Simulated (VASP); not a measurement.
## Ti2O: single point with r2SCAN

Crystal: Ti2O.

```
Ti O
1.0
     2.91940    0.00000    0.00000
    -1.45970    2.52827    0.00000
     0.00000    0.00000    4.71300
Ti O
2 1
Direct
  0.66667 0.33333 0.27874
  0.33333 0.66667 0.72126
  0.00000 0.00000 0.00000
```

```
Program             : VASP 6.6.1
Task                : single point
Functional          : r2SCAN
Potentials or basis : VASP PAW PBE potentials, release 64 (Ti_sv, O)
Cutoff              : 660 eV
k mesh              : 18 × 18 × 10
Occupations         : methfessel-paxton, width 0.5 eV
Spin                : no spin polarisation
```

```json
{
 "Pressure": "9.9 GPa",
 "Largest force": "1.009 eV/Å",
 "Band gap on the k mesh": "zero (bands 15 and 16 overlap by 0.96 eV)"
}
```

Forces on the atoms (eV/Å):
```
Ti   0.000  0.000 -1.009
Ti   0.000  0.000  1.009
O    0.000  0.000  0.000
```

Stress tensor (GPa, compression positive):
```
 7.21  0.00  0.00
 0.00  7.21  0.00
 0.00  0.00 15.21
```

Levels at points of the mesh, in eV from the Fermi level:
```csv
k point,band 12,band 13,band 14,band 15,band 16,band 17,band 18,band 19
"(0.00, 0.00, 0.00)",-6.28,-4.15,-0.66,0.36,0.42,0.42,0.93,0.93
"(0.50, 0.00, 0.00)",-6.82,-3.01,-1.70,-0.76,1.25,1.69,3.05,3.16
"(0.00, 0.00, 0.50)",-6.37,-2.24,-2.03,0.08,0.08,1.38,1.97,1.97
"(0.50, 0.00, 0.50)",-6.72,-1.82,-1.70,-0.86,-0.48,0.80,3.04,3.13
```

Wall time 14 min on 1 thread of Intel(R) Xeon(R) Platinum 8259CL CPU @ 2.50GHz (Skylake/Cascade Lake), on a shared host, peak memory 0.41 GiB.

Caveat: the stress differs along the axes, from 7 to 15 GPa; the PAW data sets were made with another functional, which shifts forces and pressure a little.
